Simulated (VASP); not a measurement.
# Ti3Ni (Pm-3m) in VASP: single point with r2SCAN

Aim: the single point of Ti3Ni with r2SCAN.

Everything below comes from runs of VASP 6.6.1. Logs are shortened: lines on timing, memory, paths and dates and some standing lists are left out, and cuts for length are marked.

## (1) The cell of the first run

It takes space group Pm-3m (No. 221, cubic). Conventional cell: a = 3.935 Å, b = 3.935 Å, c = 3.935 Å, α = 90.00°, β = 90.00°, γ = 90.00°. Within 3.7 Å of Ti (site symmetry 4/mmm) lie 8 Ti at 2.78 Å and 4 Ni at 2.78 Å. Within 3.7 Å of Ni (site symmetry m-3m) lie 12 Ti at 2.78 Å.

## (2) Single point, r2SCAN, collinear spin, ferromagnetic start

POSCAR reads:

```
Ti3Ni
1.0
    3.9351750000      0.0000000000      0.0000000000
    0.0000000000      3.9351750000      0.0000000000
    0.0000000000      0.0000000000      3.9351750000
Ti Ni
3 1
Direct
    0.0000000000      0.5000000000      0.5000000000
    0.5000000000      0.0000000000      0.5000000000
    0.5000000000      0.5000000000      0.0000000000
    0.0000000000      0.0000000000      0.0000000000
```

INCAR.step1 reads:

```
SYSTEM = Ti3Ni
ALGO = Normal
EDIFF = 1E-5
ENCUT = 660
GGA = PE
GGA_COMPAT = .False.
ISMEAR = -1
ISPIN = 2
LASPH = .True.
LCHARG = .False.
LMAXMIX = 4
LREAL = .False.
LWAVE = .True.
MAGMOM = 0 0 0 1.5
NBANDS = 35
NELM = 200
PREC = Accurate
SIGMA = 0.15
```

INCAR.step2 reads:

```
SYSTEM = Ti3Ni
ALGO = Normal
EDIFF = 1E-6
ENCUT = 660
GGA_COMPAT = .False.
ISIF = 2
ISMEAR = -1
ISPIN = 2
ISTART = 1
LASPH = .True.
LCHARG = .True.
LELF = .True.
LMAXMIX = 4
LMIXTAU = .True.
LORBIT = 11
LREAL = .False.
LVHAR = .True.
LWAVE = .False.
MAGMOM = 0 0 0 1.5
METAGGA = R2SCAN
NBANDS = 35
NELM = 200
PREC = Accurate
SIGMA = 0.15
```

KPOINTS reads:

```
k-points
0
Gamma
  7 7 7
  0 0 0
```

Potentials or basis: VASP PAW PBE potentials, release 64 (Ti_sv, Ni).

The run is started by

```sh
> cat potpaw_PBE.64/Ti_sv/POTCAR potpaw_PBE.64/Ni/POTCAR > POTCAR
> cp INCAR.step1 INCAR
> mpirun -np 1 vasp_std > vasp.out
> cp INCAR.step2 INCAR
> mpirun -np 1 vasp_std > vasp.out
```

OUTCAR:

```text
SYSTEM = Ti3Ni
   EDIFF = 1E-6
   ENCUT = 660
   ISIF = 2
   ISMEAR = -1
   ISPIN = 2
   ISTART = 1
   LASPH = .True.
   LORBIT = 11
   LREAL = .False.
   METAGGA = R2SCAN
   NELM = 200
   PREC = Accurate

 ion  position               nearest neighbor table
   1  0.000  0.500  0.500-   2 2.78   3 2.78   4 2.78   3 2.78   4 2.78   2 2.78   4 2.78   4 2.78
                             2 2.78   3 2.78   3 2.78   2 2.78
   2  0.500  0.000  0.500-   1 2.78   3 2.78   4 2.78   3 2.78   4 2.78   1 2.78   3 2.78   3 2.78
                             1 2.78   4 2.78   4 2.78   1 2.78
   3  0.500  0.500  0.000-   1 2.78   2 2.78   4 2.78   1 2.78   2 2.78   2 2.78   4 2.78   2 2.78
                             1 2.78   4 2.78   1 2.78   4 2.78
   4  0.000  0.000  0.000-   1 2.78   2 2.78   3 2.78   1 2.78   2 2.78   1 2.78   3 2.78   1 2.78
                             2 2.78   3 2.78   2 2.78   3 2.78

  LATTYP: Found a simple cubic cell.
 ALAT       =     3.9351750000

  Lattice vectors:

 A1 = (   3.9351750000,   0.0000000000,   0.0000000000)
 A2 = (   0.0000000000,   3.9351750000,   0.0000000000)
 A3 = (   0.0000000000,   0.0000000000,   3.9351750000)

Analysis of symmetry for initial positions (statically):
=====================================================================
 Subroutine PRICEL returns:
 Original cell was already a primitive cell.

 Routine SETGRP: Setting up the symmetry group for a
 simple cubic supercell.

 Subroutine GETGRP returns: Found 48 space group operations
 (whereof 48 operations were pure point group operations)
 out of a pool of 48 trial point group operations.

The static configuration has the point symmetry O_h .

Analysis of symmetry for dynamics (positions and initial velocities):
=====================================================================
 Subroutine PRICEL returns:
 Original cell was already a primitive cell.

 Routine SETGRP: Setting up the symmetry group for a
 simple cubic supercell.

 Subroutine GETGRP returns: Found 48 space group operations
 (whereof 48 operations were pure point group operations)
 out of a pool of 48 trial point group operations.

The dynamic configuration has the point symmetry O_h .

Analysis of structural, dynamic, and magnetic symmetry:
=====================================================================
 Subroutine PRICEL returns:
 Original cell was already a primitive cell.

 Routine SETGRP: Setting up the symmetry group for a
 simple cubic supercell.

 Subroutine GETGRP returns: Found 48 space group operations
 (whereof 48 operations were pure point group operations)
 out of a pool of 48 trial point group operations.

The overall configuration has the point symmetry O_h .

 Subroutine INISYM returns: Found 48 space group operations
 (whereof 48 operations are pure point group operations),
 and found     1 'primitive' translations

----------------------------------------------------------------------------------------

                                     Primitive cell

  volume of cell :      60.9386

  direct lattice vectors                    reciprocal lattice vectors
     3.935175000  0.000000000  0.000000000     0.254118305  0.000000000  0.000000000
     0.000000000  3.935175000  0.000000000     0.000000000  0.254118305  0.000000000
     0.000000000  0.000000000  3.935175000     0.000000000  0.000000000  0.254118305

  length of vectors
     3.935175000  3.935175000  3.935175000     0.254118305  0.254118305  0.254118305

  position of ions in fractional coordinates (direct lattice)
     0.000000000  0.500000000  0.500000000
     0.500000000  0.000000000  0.500000000
     0.500000000  0.500000000  0.000000000
     0.000000000  0.000000000  0.000000000

  ion indices of the primitive-cell ions
   primitive index   ion index
                 1           1
                 2           2
                 3           3
                 4           4

----------------------------------------------------------------------------------------

 KPOINTS: k-points

Automatic generation of k-mesh.
 Grid dimensions read from file:
 generate k-points for:    7    7    7

 Generating k-lattice:

  Cartesian coordinates                     Fractional coordinates (reciprocal lattice)
     0.036302615  0.000000000  0.000000000     0.142857143  0.000000000  0.000000000
     0.000000000  0.036302615  0.000000000     0.000000000  0.142857143  0.000000000
     0.000000000  0.000000000  0.036302615     0.000000000  0.000000000  0.142857143

  Length of vectors
     0.036302615  0.036302615  0.036302615

  Shift w.r.t. Gamma in fractional coordinates (k-lattice)
     0.000000000  0.000000000  0.000000000

 Subroutine IBZKPT returns following result:
 ===========================================

 Found     20 irreducible k-points:

 Following reciprocal coordinates:
            Coordinates               Weight
  0.000000  0.000000  0.000000      1.000000
  0.142857  0.000000  0.000000      6.000000
  0.285714  0.000000  0.000000      6.000000
  0.428571  0.000000  0.000000      6.000000
  0.142857  0.142857  0.000000     12.000000
  0.285714  0.142857  0.000000     24.000000
[... 12 lines left out ...]
  0.428571  0.428571  0.285714     24.000000
  0.428571  0.428571  0.428571      8.000000
   k-points           NKPTS =     20   k-points in BZ     NKDIM =     20   number of bands    NBANDS=     35
   number of dos      NEDOS =    301   number of ions     NIONS =      4
   total plane-waves  NPLWV =  46656
   dimension x,y,z NGX =    36 NGY =   36 NGZ =   36
   dimension x,y,z NGXF=    72 NGYF=   72 NGZF=   72
   ions per type =               3   1
   NGX,Y,Z   is equivalent  to a cutoff of  15.21, 15.21, 15.21 a.u.
   NGXF,Y,Z  is equivalent  to a cutoff of  30.42, 30.42, 30.42 a.u.
 SYSTEM =  Ti3Ni
   PREC   = accura    normal or accurate (medium, high low for compatibility)
   ISTART =      1    job   : 0-new  1-cont  2-samecut
   ICHARG =      0    charge: 1-file 2-atom 10-const
   ISPIN  =      2    spin polarized calculation?
   LNONCOLLINEAR =      F non collinear calculations
   LSORBIT =      F    spin-orbit coupling
   LASPH  =      T    aspherical Exc in radial PAW
   ENCUT  =  660.0 eV  48.51 Ry    6.96 a.u.   8.24  8.24  8.24*2*pi/ulx,y,z
   NELM   =    200;   NELMIN=  2; NELMDL=  0     # of ELM steps
   EDIFF  = 0.1E-05   stopping-criterion for ELM
   LREAL  =      F    real-space projection
   EDIFFG = 0.1E-04   stopping-criterion for IOM
   NSW    =      0    number of steps for IOM
   IBRION =     -1    ionic relax: 0-MD 1-quasi-New 2-CG
   NFREE  =      0    steps in history (QN), initial steepest desc. (CG)
   ISIF   =      2    stress and relaxation
   ISYM   =      2    0-nonsym 1-usesym 2-fastsym
   POTIM  = 0.5000    time-step for ionic-motion
   TEBEG  =    0.0;   TEEND  =   0.0 temperature during run
   PSTRESS=    0.0 pullay stress
   NELECT =      46.0000    total number of electrons
   NUPDOWN=      -1.0000    fix difference up-down
   EMIN   =  10.00;   EMAX   =-10.00  energy-range for DOS
   EFERMI =   0.00;   METHOD = LEGACY
   ISMEAR =    -1;   SIGMA  =   0.15  broadening in eV -4-tet -1-fermi 0-gaus
   EFERMI_NEDOS =   21; number of points for ismear=-14 and -15
   IALGO  =     38    algorithm
   IMIX   =      4    mixing-type and parameters
     AMIX     =   0.40;   BMIX     =  1.00
     AMIX_MAG =   1.60;   BMIX_MAG =  1.00
  volume/ion in A,a.u.               =      15.23       102.81
  Fermi-wavevector in a.u.,A,eV,Ry     =   1.490608  2.816840 30.230943  2.221912
  Thomas-Fermi vector in A             =   2.603368
   LORBIT       =     11    0 simple, 1 ext, 2 COOP (PROOUT), +10 PAW based schemes
   METAGGA = R2SCAN    functional components
   LHFCALC =     F    Hartree Fock is set to
   AEXX    =    0.0000 exact exchange contribution
   IVDW    =     0    specifies the selected vdW correction
   LEPSILON=     F    determine dielectric tensor
   LRPA    =     F    only Hartree local field effects (RPA)
 spin polarized calculation
  energy-cutoff  :      660.00
  volume of cell :       60.94
 maximum number of plane-waves:      2363
 NGX is ok and might be reduce to    36
   NGX = 17   NGY = 17   NGZ = 17

 number of electron      45.9999998 magnetization      -0.0000378

 Free energy of the ion-electron system (eV)
  ---------------------------------------------------
  ext. energy  EPLUGINS =         0.00000000
  ---------------------------------------------------
  free energy    TOTEN  =       -51.24098282 eV

  energy without entropy =      -50.80268235  energy(sigma->0) =      -51.02183259

 E-fermi :   8.7067     XC(G=0): -12.9470

 val. band max:        8.6971260476   @ k =   0.4286   0.2857   0.2857
 cond. band min:       8.7157160640   @ k =   0.4286   0.4286   0.2857
 fundamental gap:      0.0185900164
 Fermi energy:         8.7067265026

 spin component 1

 k-point     1 :       0.0000    0.0000    0.0000
  band No.  band energies     occupation
      1     -50.3240      1.00000
      2     -50.1144      1.00000
      3     -50.1144      1.00000
      4     -25.7800      1.00000
      5     -25.7800      1.00000
      6     -25.7800      1.00000
[... 749 lines left out ...]
     34      12.9501      0.00000
     35      13.0200      0.00000
 Fermi energy:         8.7067265026

 spin component 2

 k-point     1 :       0.0000    0.0000    0.0000
  band No.  band energies     occupation
      1     -50.3240      1.00000
      2     -50.1144      1.00000
      3     -50.1144      1.00000
      4     -25.7800      1.00000
      5     -25.7800      1.00000
      6     -25.7800      1.00000
[... 749 lines left out ...]
     34      12.9501      0.00000
     35      13.0200      0.00000

------------------------ aborting loop because EDIFF is reached ----------------------------------------

  FORCE on cell =-STRESS in cart. coord.  units (eV):
  Direction    XX          YY          ZZ          XY          YZ          ZX
  --------------------------------------------------------------------------------------
  -------------------------------------------------------------------------------------
  Total       -0.1880898     -0.1880898     -0.1880898     -0.0000000      0.0000000      0.0000000
  in kB       -4.9451972     -4.9451972     -4.9451972     -0.0000000      0.0000000      0.0000000
  external PRESSURE =      -4.9451972 kB  Pullay stress =       0.0000000 kB

 VOLUME and BASIS-vectors are now :
 -----------------------------------------------------------------------------
  energy-cutoff  :      660.00
  volume of cell :       60.94
      direct lattice vectors                 reciprocal lattice vectors
     3.935175000  0.000000000  0.000000000     0.254118305  0.000000000  0.000000000
     0.000000000  3.935175000  0.000000000     0.000000000  0.254118305  0.000000000
     0.000000000  0.000000000  3.935175000     0.000000000  0.000000000  0.254118305

 POSITION                                       TOTAL-FORCE (eV/Angst)
 -----------------------------------------------------------------------------------
      0.00000      1.96759      1.96759         0.000000      0.000000      0.000000
      1.96759      0.00000      1.96759         0.000000      0.000000      0.000000
      1.96759      1.96759      0.00000         0.000000      0.000000      0.000000
      0.00000      0.00000      0.00000         0.000000      0.000000      0.000000
 -----------------------------------------------------------------------------------
    total drift:                                0.000000      0.000000      0.000000

  FREE ENERGIE OF THE ION-ELECTRON SYSTEM (eV)
  ---------------------------------------------------
  free  energy   TOTEN  =       -51.2409828211 eV

  energy  without entropy=      -50.8026823544  energy(sigma->0) =      -51.02183259

 total charge

# of ion       s       p       d       tot
------------------------------------------
    1        2.248   6.141   1.883  10.272
    2        2.248   6.141   1.883  10.272
    3        2.248   6.141   1.883  10.272
    4        0.548   0.523   8.240   9.310
--------------------------------------------------
tot          7.291  18.945  13.889  40.125

 magnetization (x)

# of ion       s       p       d       tot
------------------------------------------
    1       -0.000  -0.000  -0.000  -0.000
    2       -0.000  -0.000  -0.000  -0.000
    3       -0.000  -0.000  -0.000  -0.000
    4        0.000   0.000  -0.000  -0.000
--------------------------------------------------
tot         -0.000  -0.000  -0.000  -0.000
```

It took 17 min on 1 thread of Oxide Virtual Turin-like, shared host; peak memory 0.27 GiB.

Results:

```yaml
Free_energy: -51.2410 eV
Pressure: -0.5 GPa
Band_gap_on_the_k_mesh: zero (filled and empty bands overlap)
Net_moment: 0.00 μB per cell
Valence_electrons_inside_the_program's_atomic_spheres: Ti 10.27; Ni 9.31
```

Levels at points of the mesh, in eV from the Fermi level:
Spin up:
| k point | band 20 | band 21 | band 22 | band 23 | band 24 | band 25 | band 26 | band 27 |
| --- | --- | --- | --- | --- | --- | --- | --- | --- |
| (0.00, 0.00, 0.00) | -0.36 | -0.36 | -0.36 | 0.49 | 0.49 | 2.67 | 2.67 | 2.67 |
Spin down:
| k point | band 19 | band 20 | band 21 | band 22 | band 23 | band 24 | band 25 | band 26 | band 27 | band 28 |
| --- | --- | --- | --- | --- | --- | --- | --- | --- | --- | --- |
| (0.00, 0.00, 0.00) | -2.72 | -0.36 | -0.36 | -0.36 | 0.49 | 0.49 | 2.67 | 2.67 | 2.67 | 2.92 |

Caveat: the moments typed at the start vanished in this run; the PAW data sets were made with another functional, which shifts forces and pressure a little.
